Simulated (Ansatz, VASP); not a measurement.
# Ti: VASP beside Ansatz

INCAR

```
SYSTEM = Ti
PREC = Accurate ; ENCUT = 520
EDIFF = 1E-6 ; ISMEAR = -1
SIGMA = 0.05 ; LREAL = .False.
LASPH = .True. ; NELM = 80
ALGO = Fast ; ISIF = 2
LWAVE = .False. ; LCHARG = .False.
GGA = RE ; NBANDS = 12
```

KPOINTS

```
regular mesh
0
Gamma
  11 11 11
  0 0 0
```

File POSCAR:

```
Ti
1.0
   -1.6410000000      1.6410000000      1.6410000000
    1.6410000000     -1.6410000000      1.6410000000
    1.6410000000      1.6410000000     -1.6410000000
Ti
1
Direct
    0.0000000000      0.0000000000      0.0000000000
```

The input input.yaml:

```yaml
crystal:
  lattice:
    - [-1.641, 1.641, 1.641]
    - [1.641, -1.641, 1.641]
    - [1.641, 1.641, -1.641]
  atoms:
    - { symbol: Ti, position: [0.0, 0.0, 0.0] }
kpoints:
  mp_grid: { grid: [11, 11, 11] }
  band_path:
    path:
      - [0.0, 0.0, 0.0]
      - [0.5, -0.5, 0.5]
      - [0.0, 0.0, 0.5]
      - [0.0, 0.0, 0.0]
      - [0.25, 0.25, 0.25]
      - [0.5, -0.5, 0.5]
    npoints: 12
scf:
  occupations: { method: fermi_dirac, width: 0.05 }
hamiltonian:
  xc: revpbe
  pseudopotentials: { kind: all_electron, lapw: { basis_error: 0.001 } }
output:
  forces: true
  stress: true
  eigenvalues: true
```

Alike in both runs: functional revPBE; k mesh 11 × 11 × 11; occupations fermi-dirac, width 0.05 eV; no spin polarisation.

```csv
,VASP,Ansatz
version,VASP 6.6.1,Ansatz 0.2.0
potentials or method,"VASP PAW PBE potentials, release 64 (Ti_sv), cutoff 520 eV","all-electron LAPW, scalar-relativistic"
task,single point,band structure
```

|  | VASP | Ansatz | Ansatz less VASP |
| --- | --- | --- | --- |
| gap on the k mesh at the Fermi level (eV) | none | none | - |
| pressure (GPa) | -0.5 | -0.2 | +0.24 |

VASP's potentials were made for PBE, not for revPBE. A gap of «none» marks a metal or a gap that the smearing closes. Ansatz ran all-electron here, and VASP with PAW potentials.
